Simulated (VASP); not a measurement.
Sr3Zn, 4 atoms in the cell. It takes space group P4mm (No. 99, tetragonal). The conventional cell has a = 5.480 Å, b = 5.480 Å, c = 5.480 Å, α = 90.00°, β = 90.00°, γ = 90.00°. Within 4.9 Å of Sr (site symmetry 2mm) lie 4 Zn at 3.74 to 4.02 Å and 8 Sr at 3.87 Å. Sr (site symmetry 4mm) has 8 Sr at 3.87 Å and 4 Zn at 3.88 Å within 5.1 Å. Within 4.9 Å of Zn (site symmetry 4mm) lie 12 Sr at 3.74 to 4.02 Å. 

| Property | Result |
| --- | --- |
| Program | VASP 6.6.1 |
| Task | single point |
| Functional | PBEsol |
| Potentials or basis | VASP PAW PBE potentials, release 64 (Sr_sv, Zn) |
| Cutoff | 520 eV |
| k mesh | 5 × 5 × 5 |
| Occupations | fermi-dirac, width 0.1 eV |
| Spin | no spin polarisation |
| Dipole correction | no |
| Further INCAR settings | ALGO = Normal; EDIFF = 1e-06; NBANDS = 29 |

Potentials or basis: VASP PAW PBE potentials, release 64 (Sr_sv, Zn).

The run is started by

```bash
$ cat potpaw_PBE.64/Sr_sv/POTCAR potpaw_PBE.64/Zn/POTCAR > POTCAR
$ mpirun -np 1 vasp_std > vasp.out
```

Hardware: 1 thread of Intel Xeon 6975P-C, on a shared host.

Question: How long does it take, and how much memory?

Answer: Wall time 72 s on 1 thread of Intel Xeon 6975P-C, with other jobs on the host, peak memory 0.3 GiB. Counts: scf iterations 12, k points 18.
